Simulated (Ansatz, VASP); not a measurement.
Re in VASP and in Ansatz

```
CELL_PARAMETERS angstrom
2.77482 0.00000 0.00000
-1.38741 2.40307 0.00000
0.00000 0.00000 4.48422
ATOMIC_POSITIONS crystal
Re 0.32480 0.64961 0.22291
Re 0.67520 0.35039 0.77709
```

Change from the starting cell: mode 4 frozen in at -0.121 Å and mode 6 at -0.041 Å (largest displacements).

Alike in both runs: task single point; functional PBE; k mesh 18 × 18 × 10; occupations gaussian, width 0.15 eV; no spin polarisation.

```csv
,VASP,Ansatz
version,VASP 6.6.1,Ansatz 0.2.0
potentials or method,"VASP PAW PBE potentials, release 64 (Re_sv_GW), cutoff 560 eV","scalar-relativistic, plane waves, PAW"
valence electrons in the cell,30,30
```

|  | VASP | Ansatz | Ansatz less VASP |
| --- | --- | --- | --- |
| gap on the k mesh at the Fermi level (eV) | none | none | - |
| pressure (GPa) | 8.4 | 9.8 | +1.42 |
| traceless stress, the component that is largest in VASP (GPa) | 5.25 | 5.21 | -0.036 |
| rms of the force components (eV/Å) | 1.537 | 1.532 | -0.0053 |

Atom by atom the forces differ by 0.005 eV/Å (rms over components). A gap of «none» marks a metal or a gap that the smearing closes.

Spin-orbit coupling is off throughout.
